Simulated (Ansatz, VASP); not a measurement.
# Si in VASP and in Ansatz

```
Si
1.0
     0.00000    1.91330    1.91330
     1.91330    0.00000    1.91330
     1.91330    1.91330    0.00000
Si
1
Direct
  0.00000 0.00000 0.00000
```

Alike in both runs: functional PBEsol; k mesh 10 × 10 × 10; occupations gaussian, width 0.1 eV; no spin polarisation.

Ansatz relaxed the structure, and its values are those at the end. VASP's run is a single point on that final structure, the one shown.

|  | VASP | Ansatz |
| --- | --- | --- |
| version | VASP 6.6.1 | Ansatz 0.2.0 |
| potentials or method | VASP PAW PBE potentials, release 64 (Si), cutoff 520 eV | scalar-relativistic, plane waves, PAW |
| valence electrons in the cell | 4 | 4 |

```tsv
	VASP	Ansatz	Ansatz less VASP
gap on the k mesh at the Fermi level (eV)	none	none	-
pressure (GPa)	0.2	0.1	-0.15
```

VASP's potentials were made for PBE, not for PBEsol. A gap of «none» marks a metal or a gap that the smearing closes. With one functional, cell and mesh, what is left measures potentials, basis and numerics.
